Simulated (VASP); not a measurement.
# Au (I4/mmm) in VASP: notebook, part 2 of 2

VASP 6.6.1. The steps go on from the part before.

### 3 Single point, r2SCAN (strain +0.000 along x and y, -0.050 along z)

Input file POSCAR:

```
Au
1.0
   -1.6572690000      1.6572690000      1.5744055500
    1.6572690000     -1.6572690000      1.5744055500
    1.6572690000      1.6572690000     -1.5744055500
Au
1
Direct
    0.0000000000      0.0000000000      0.0000000000
```

Input file INCAR.step1:

```
SYSTEM = Au
PREC = Accurate
ENCUT = 520
ISMEAR = 0
SIGMA = 0.15
LREAL = .FALSE.
LASPH = .TRUE.
NELM = 100
NBANDS = 12
GGA = PE
ALGO = Normal
EDIFF = 1E-4
LWAVE = .TRUE.
LCHARG = .FALSE.
```

Input file INCAR.step2:

```
SYSTEM = Au
PREC = Accurate
ENCUT = 520
EDIFF = 1E-6
ISMEAR = 0
SIGMA = 0.15
LREAL = .FALSE.
LASPH = .TRUE.
NELM = 100
ALGO = Normal
ISIF = 2
LWAVE = .FALSE.
LCHARG = .FALSE.
METAGGA = R2SCAN
LMIXTAU = .TRUE.
NBANDS = 12
ISTART = 1
```

Input file KPOINTS:

```
regular mesh
0
G
  20 20 20
  0 0 0
```

Potentials or basis: VASP PAW PBE potentials, release 64 (Au).

Run with:

```console
> cat potpaw_PBE.64/Au/POTCAR > POTCAR
> cp INCAR.step1 INCAR
> mpirun -np 1 vasp_std > vasp.out
> cp INCAR.step2 INCAR
> mpirun -np 1 vasp_std > vasp.out
```

OUTCAR:

```text
SYSTEM = Au
   PREC = Accurate
   ENCUT = 520
   EDIFF = 1E-6
   ISMEAR = 0
   LREAL = .FALSE.
   LASPH = .TRUE.
   NELM = 100
   ISIF = 2
   METAGGA = R2SCAN
   ISTART = 1

 ion  position               nearest neighbor table
   1  0.000  0.000  0.000-

  LATTYP: Found a body centered tetragonal cell.
 ALAT       =     3.3145380000
 C/A-ratio  =     0.9500000000

  Lattice vectors:

 A1 = (  -1.6572690000,   1.6572690000,   1.5744055500)
 A2 = (   1.6572690000,  -1.6572690000,   1.5744055500)
 A3 = (   1.6572690000,   1.6572690000,  -1.5744055500)

Analysis of symmetry for initial positions (statically):
=====================================================================
 Subroutine PRICEL returns:
 Original cell was already a primitive cell.

 Routine SETGRP: Setting up the symmetry group for a
 body centered tetragonal supercell.

 Subroutine GETGRP returns: Found 16 space group operations
 (whereof 16 operations were pure point group operations)
 out of a pool of 16 trial point group operations.

The static configuration has the point symmetry D_4h.

Analysis of symmetry for dynamics (positions and initial velocities):
=====================================================================
 Subroutine PRICEL returns:
 Original cell was already a primitive cell.

 Routine SETGRP: Setting up the symmetry group for a
 body centered tetragonal supercell.

 Subroutine GETGRP returns: Found 16 space group operations
 (whereof 16 operations were pure point group operations)
 out of a pool of 16 trial point group operations.

The dynamic configuration has the point symmetry D_4h.

 Subroutine INISYM returns: Found 16 space group operations
 (whereof 16 operations are pure point group operations),
 and found     1 'primitive' translations

----------------------------------------------------------------------------------------

                                     Primitive cell

  volume of cell :      17.2967

  direct lattice vectors                    reciprocal lattice vectors
    -1.657269000  1.657269000  1.574405550     0.000000000  0.301701172  0.317580181
     1.657269000 -1.657269000  1.574405550     0.301701172  0.000000000  0.317580181
     1.657269000  1.657269000 -1.574405550     0.301701172  0.301701172  0.000000000

  length of vectors
     2.823443627  2.823443627  2.823443627     0.438041972  0.438041972  0.426669890

  position of ions in fractional coordinates (direct lattice)
     0.000000000  0.000000000  0.000000000

  ion indices of the primitive-cell ions
   primitive index   ion index
                 1           1

----------------------------------------------------------------------------------------

 KPOINTS: regular mesh

Automatic generation of k-mesh.
 Grid dimensions read from file:
 generate k-points for:   20   20   20

 Generating k-lattice:

  Cartesian coordinates                     Fractional coordinates (reciprocal lattice)
     0.000000000  0.015085059  0.015879009     0.050000000  0.000000000 -0.000000000
     0.015085059  0.000000000  0.015879009     0.000000000  0.050000000 -0.000000000
     0.015085059  0.015085059  0.000000000     0.000000000  0.000000000  0.050000000

  Length of vectors
     0.021902099  0.021902099  0.021333494

  Shift w.r.t. Gamma in fractional coordinates (k-lattice)
     0.000000000  0.000000000  0.000000000

 Subroutine IBZKPT returns following result:
 ===========================================

 Found    641 irreducible k-points:

 Following reciprocal coordinates:
            Coordinates               Weight
  0.000000  0.000000  0.000000      1.000000
  0.050000  0.000000  0.000000      8.000000
  0.100000  0.000000  0.000000      8.000000
  0.150000  0.000000  0.000000      8.000000
  0.200000  0.000000  0.000000      8.000000
  0.250000  0.000000  0.000000      8.000000
[... 16 lines left out ...]
 -0.400000  0.050000  0.000000     16.000000
 -0.350000  0.050000  0.000000     16.000000
 [... further k-points ...]
   k-points           NKPTS =    641   k-points in BZ     NKDIM =    641   number of bands    NBANDS=     12
   number of dos      NEDOS =    301   number of ions     NIONS =      1
   total plane-waves  NPLWV =  13824
   dimension x,y,z NGX =    24 NGY =   24 NGZ =   24
   dimension x,y,z NGXF=    48 NGYF=   48 NGZF=   48
   ions per type =               1
   NGX,Y,Z   is equivalent  to a cutoff of  14.13, 14.13, 14.13 a.u.
   NGXF,Y,Z  is equivalent  to a cutoff of  28.26, 28.26, 28.26 a.u.
 SYSTEM =  Au
   PREC   = accura    normal or accurate (medium, high low for compatibility)
   ISTART =      1    job   : 0-new  1-cont  2-samecut
   ICHARG =      0    charge: 1-file 2-atom 10-const
   ISPIN  =      1    spin polarized calculation?
   LNONCOLLINEAR =      F non collinear calculations
   LSORBIT =      F    spin-orbit coupling
   LASPH  =      T    aspherical Exc in radial PAW
   ENCUT  =  520.0 eV  38.22 Ry    6.18 a.u.   5.25  5.25  5.25*2*pi/ulx,y,z
   NELM   =    100;   NELMIN=  2; NELMDL=  0     # of ELM steps
   EDIFF  = 0.1E-05   stopping-criterion for ELM
   LREAL  =      F    real-space projection
   EDIFFG = 0.1E-04   stopping-criterion for IOM
   NSW    =      0    number of steps for IOM
   IBRION =     -1    ionic relax: 0-MD 1-quasi-New 2-CG
   NFREE  =      0    steps in history (QN), initial steepest desc. (CG)
   ISIF   =      2    stress and relaxation
   ISYM   =      2    0-nonsym 1-usesym 2-fastsym
   POTIM  = 0.5000    time-step for ionic-motion
   TEBEG  =    0.0;   TEEND  =   0.0 temperature during run
   PSTRESS=    0.0 pullay stress
   NELECT =      11.0000    total number of electrons
   NUPDOWN=      -1.0000    fix difference up-down
   EMIN   =  10.00;   EMAX   =-10.00  energy-range for DOS
   EFERMI =   0.00;   METHOD = LEGACY
   ISMEAR =     0;   SIGMA  =   0.15  broadening in eV -4-tet -1-fermi 0-gaus
   EFERMI_NEDOS =   21; number of points for ismear=-14 and -15
   IALGO  =     38    algorithm
   IMIX   =      4    mixing-type and parameters
     AMIX     =   0.40;   BMIX     =  1.00
     AMIX_MAG =   1.60;   BMIX_MAG =  1.00
  volume/ion in A,a.u.               =      17.30       116.72
  Fermi-wavevector in a.u.,A,eV,Ry     =   1.407834  2.660421 26.966709  1.981997
  Thomas-Fermi vector in A             =   2.530053
   LORBIT       =      0    0 simple, 1 ext, 2 COOP (PROOUT), +10 PAW based schemes
   METAGGA = R2SCAN    functional components
   LHFCALC =     F    Hartree Fock is set to
   AEXX    =    0.0000 exact exchange contribution
   IVDW    =     0    specifies the selected vdW correction
   LEPSILON=     F    determine dielectric tensor
   LRPA    =     F    only Hartree local field effects (RPA)
 non-spin polarized calculation
 Gauss-broadening in eV      SIGMA  =   0.15
  energy-cutoff  :      520.00
  volume of cell :       17.30
 maximum number of plane-waves:       482
 NGX is ok and might be reduce to    24
   NGX = 11   NGY = 11   NGZ = 11

 number of electron      11.0000000 magnetization

 Free energy of the ion-electron system (eV)
  ---------------------------------------------------
  ext. energy  EPLUGINS =         0.00000000
  ---------------------------------------------------
  free energy    TOTEN  =       -50.57370378 eV

  energy without entropy =      -50.57038720  energy(sigma->0) =      -50.57204549

 E-fermi :   9.1781     XC(G=0): -13.5211

 val. band max:        9.1536134257   @ k =  -0.0500   0.5000   0.0500
 cond. band min:       9.1951001711   @ k =   0.5000   0.3500   0.0500
 fundamental gap:      0.0414867454
 Fermi energy:         9.1781100514

 k-point     1 :       0.0000    0.0000    0.0000
  band No.  band energies     occupation
      1      -0.8328      2.00000
      2       3.8041      2.00000
      3       4.1516      2.00000
      4       4.1516      2.00000
      5       5.7278      2.00000
      6       6.1372      2.00000
      7      26.1808      0.00000
      8      26.1808      0.00000
      9      27.1934      0.00000
     10      33.5580      0.00000
     11      33.5580      0.00000
     12      35.1127      0.00000
[... 331 lines left out ...]
 k-point    24 :      -0.3500    0.0500    0.0000
  band No.  band energies     occupation
      1       1.7364      2.00000
      2       3.1306      2.00000
      3       4.9065      2.00000
      4       5.8251      2.00000
      5       6.0742      2.00000
      6       6.5595      2.00000
      7      18.7085      0.00000
      8      23.3146      0.00000
      9      25.2192      0.00000
     10      30.0138      0.00000
     11      30.9102      0.00000
     12      34.0882      0.00000

 [... further k-points ...]

------------------------ aborting loop because EDIFF is reached ----------------------------------------

  FORCE on cell =-STRESS in cart. coord.  units (eV):
  Direction    XX          YY          ZZ          XY          YZ          ZX
  --------------------------------------------------------------------------------------
  -------------------------------------------------------------------------------------
  Total        0.3384647      0.3384647      0.2819423      0.0000000     -0.0000000      0.0000000
  in kB       31.3517228     31.3517228     26.1160899      0.0000000     -0.0000000      0.0000000
  external PRESSURE =      29.6065118 kB  Pullay stress =       0.0000000 kB

 VOLUME and BASIS-vectors are now :
 -----------------------------------------------------------------------------
  energy-cutoff  :      520.00
  volume of cell :       17.30
      direct lattice vectors                 reciprocal lattice vectors
    -1.657269000  1.657269000  1.574405550     0.000000000  0.301701172  0.317580181
     1.657269000 -1.657269000  1.574405550     0.301701172  0.000000000  0.317580181
     1.657269000  1.657269000 -1.574405550     0.301701172  0.301701172  0.000000000

 POSITION                                       TOTAL-FORCE (eV/Angst)
 -----------------------------------------------------------------------------------
      0.00000      0.00000      0.00000         0.000000      0.000000     -0.000000
 -----------------------------------------------------------------------------------
    total drift:                               -0.000000      0.000000      0.000000

  FREE ENERGIE OF THE ION-ELECTRON SYSTEM (eV)
  ---------------------------------------------------
  free  energy   TOTEN  =       -50.5737037771 eV

  energy  without entropy=      -50.5703872042  energy(sigma->0) =      -50.57204549
```

OUTCAR.step1:

```text
SYSTEM = Au
   PREC = Accurate
   ENCUT = 520
   ISMEAR = 0
   LREAL = .FALSE.
   LASPH = .TRUE.
   NELM = 100
[... 578 lines left out ...]
 -----------------------------------------------------------------------------------
      0.00000      0.00000      0.00000         0.000000      0.000000      0.000000
 -----------------------------------------------------------------------------------
    total drift:                                0.000000      0.000000     -0.000000

  FREE ENERGIE OF THE ION-ELECTRON SYSTEM (eV)
  ---------------------------------------------------
  free  energy   TOTEN  =        -3.1898942255 eV

  energy  without entropy=       -3.1869303330  energy(sigma->0) =       -3.18841228
```

Wall time 9.7 min (1 thread of Intel Xeon 8259CL, shared host); peak memory 0.25 GiB.

Results:

| Item | Value |
| --- | --- |
| Free energy | -50.5737 eV |
| Pressure | 3.0 GPa |
| Band gap on the k mesh | zero (an odd number of electrons rules out a gap without spin polarisation) |

Levels at points of the mesh, in eV from the Fermi level:
| k point | band 3 | band 4 | band 5 | band 6 | band 7 | band 8 | band 9 | band 10 |
| --- | --- | --- | --- | --- | --- | --- | --- | --- |
| (0.00, 0.00, 0.00) | -5.03 | -5.03 | -3.45 | -3.04 | 17.00 | 17.00 | 18.02 | 24.38 |
| (0.50, 0.00, 0.00) | -3.34 | -2.85 | -1.63 | -0.39 | 3.68 | 12.77 | 13.94 | 21.97 |
| (0.50, 0.50, 0.00) | -3.66 | -3.16 | -1.70 | -0.69 | 3.23 | 13.53 | 15.18 | 23.07 |
| (0.50, 0.50, 0.50) | -2.07 | -2.07 | -1.95 | 6.05 | 6.05 | 7.62 | 9.77 | 15.95 |

Caveat: the cell differs from its parent crystal (strain +0.000 along x and y, -0.050 along z); the PAW data sets were made with another functional, which shifts forces and pressure a little; spin-orbit coupling is left out, which moves the levels of the heavy elements.

The gap in the log of VASP goes by the Fermi energy; the results here count the filled bands.